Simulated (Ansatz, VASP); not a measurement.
## MgCd3Te4: VASP beside Ansatz

```
Mg Cd Te
1.0
     4.66957    0.00000    0.00000
     0.00000    4.66957    0.00000
     0.00000    0.00000   13.13422
Mg Cd Te
1 3 4
Cartesian
  0.0000 0.0000 0.0000
  2.3348 2.3348 3.2509
  0.0000 0.0000 6.5671
  2.3348 2.3348 9.8833
  2.3348 0.0000 1.5855
  0.0000 2.3348 4.9093
  2.3348 0.0000 8.2249
  0.0000 2.3348 11.5487
```

Alike in both runs: functional PBE; k mesh 6 × 6 × 2; occupations gaussian, width 0.02 eV; no spin polarisation.

Ansatz relaxed the structure, and its values are those at the end. VASP's run is a single point on that final structure, the one shown.

|  | VASP | Ansatz |
| --- | --- | --- |
| version | VASP 6.6.1 | Ansatz 0.2.0 |
| potentials or method | VASP PAW PBE potentials, release 64 (Mg, Cd, Te), cutoff 520 eV | scalar-relativistic, plane waves, PAW |
| valence electrons in the cell | 62 | 134 |

```csv
,VASP,Ansatz,Ansatz less VASP
gap on the k mesh at the Fermi level (eV),0.96,0.96,+0.003
least direct gap on the mesh (eV),0.96,0.96,+0.003
pressure (GPa),0.1,0.0,-0.07
rms of the force components (eV/Å),0.005,0.000,-0.0047
```

VASP's potentials hold 62 valence electrons a cell and Ansatz's 134, so a difference there can come from the potentials and not from the codes.

Neither program's run includes spin-orbit coupling.
